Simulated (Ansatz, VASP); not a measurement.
KCl in VASP and in Ansatz

```xyz
2
Lattice="0.0000 3.1879 3.1879 3.1879 0.0000 3.1879 3.1879 3.1879 0.0000" Properties=species:S:1:pos:R:3 pbc="T T T"
K     0.0000    0.0000    0.0000
Cl    3.1879    3.1879    3.1879
```

Alike in both runs: task single point; functional PBE0; k mesh 4 × 4 × 4; occupations fermi-dirac, width 0.05 eV; no spin polarisation.

```csv
,VASP,Ansatz
version,VASP 6.6.1,Ansatz 0.2.0
potentials or method,"VASP PAW PBE potentials, release 64 (K_sv, Cl)",Ansatz PAW
plane-wave cutoff (eV),520,420
valence electrons in the cell,16,16
```

Ansatz gave:

* gap on the k mesh at the Fermi level (eV): 7.10
* least direct gap on the mesh (eV): 7.10
* pressure (GPa): -0.3

Question: Estimate VASP's values.

Answer: gap on the k mesh at the Fermi level (eV): 7.11; least direct gap on the mesh (eV): 7.11; pressure (GPa): -0.3.

The k mesh is coarse, so the values compare programs but aren't converged.
